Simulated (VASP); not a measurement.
Wanted: the native input for a VASP 6.6.1 run.

```
Task                   : single point
Functional             : PBEsol
Potentials or basis    : VASP PAW PBE potentials, release 64 (C_h)
Cutoff                 : 1300 eV
k mesh                 : 9 × 9 × 6
Occupations            : gaussian, width 0.02 eV
Spin                   : no spin polarisation
Dipole correction      : no
Further INCAR settings : ALGO = Normal; EDIFF = 1e-06; NBANDS = 16
```

The structure of C lies in POSCAR:

```
C
1.0
    2.4995760125      0.0000000000      0.0000000000
   -1.2497880062      2.1646963256      0.0000000000
    0.0000000000      0.0000000000      4.1189829179
C
4
Direct
    0.3333333333      0.6666666667     -0.0002589786
    0.6666666667      0.3333333333      0.4997410214
    0.3333333333      0.6666666667      0.3742589786
    0.6666666667      0.3333333333      0.8742589786
```

This cell differs from its parent crystal: strained cell.

One way to write it, as run:

INCAR

```
PREC = Accurate
ENCUT = 1300
EDIFF = 1E-6
ISMEAR = 0
SIGMA = 0.02
LREAL = False
LASPH = True
NELM = 120
ALGO = Normal
ISIF = 2
LWAVE = False
LCHARG = False
GGA = PS
NBANDS = 16
GGA_COMPAT = False
```

KPOINTS

```
Automatic mesh
0
Gamma
  9 9 6
```

Potentials or basis: VASP PAW PBE potentials, release 64 (C_h).

Run with:

```bash
$ cat potpaw_PBE.64/C_h/POTCAR > POTCAR
$ mpirun -np 1 vasp_std > vasp.out
```

It gave:

* Pressure: 4.6 GPa
* Band gap on the k mesh: 3.03 eV (least direct gap 4.81 eV)

Caveat: the cell differs from its parent crystal (strained cell); the stress differs along the axes, from -0 to 14 GPa; the PAW data sets were made with another functional, which shifts forces and pressure a little.

Wall time 26 s on 1 thread of AMD EPYC 9R45 96-Core Processor (Zen 5), on a shared host, peak memory 0.18 GiB.
